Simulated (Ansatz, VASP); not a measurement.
One calculation of Sn, two programs

```
CELL_PARAMETERS angstrom
0.00000 3.27035 3.27035
3.27035 0.00000 3.27035
3.27035 3.27035 0.00000
ATOMIC_POSITIONS crystal
Sn 0.00000 0.00000 0.00000
Sn 0.25000 0.25000 0.25000
```

Alike in both runs: functional PBEsol; k mesh 12 × 12 × 12; occupations gaussian, width 0.1 eV; no spin polarisation.

Ansatz relaxed the structure, and its values are those at the end. VASP's run is a single point on that final structure, the one shown.

|  | VASP | Ansatz |
| --- | --- | --- |
| version | VASP 6.6.1 | Ansatz 0.2.0 |
| potentials or method | VASP PAW PBE potentials, release 64 (Sn_d), cutoff 520 eV | scalar-relativistic, plane waves, PAW |
| valence electrons in the cell | 28 | 28 |

VASP gave:

* gap on the k mesh at the Fermi level (eV): none
* pressure (GPa): -0.1

Question: What did Ansatz give for the same quantities?

Answer: gap on the k mesh at the Fermi level (eV): none; pressure (GPa): 0.0.

VASP's potentials were made for PBE, not for PBEsol. A gap of «none» marks a metal or a gap that the smearing closes. With one functional, cell and mesh, what is left measures potentials, basis and numerics.
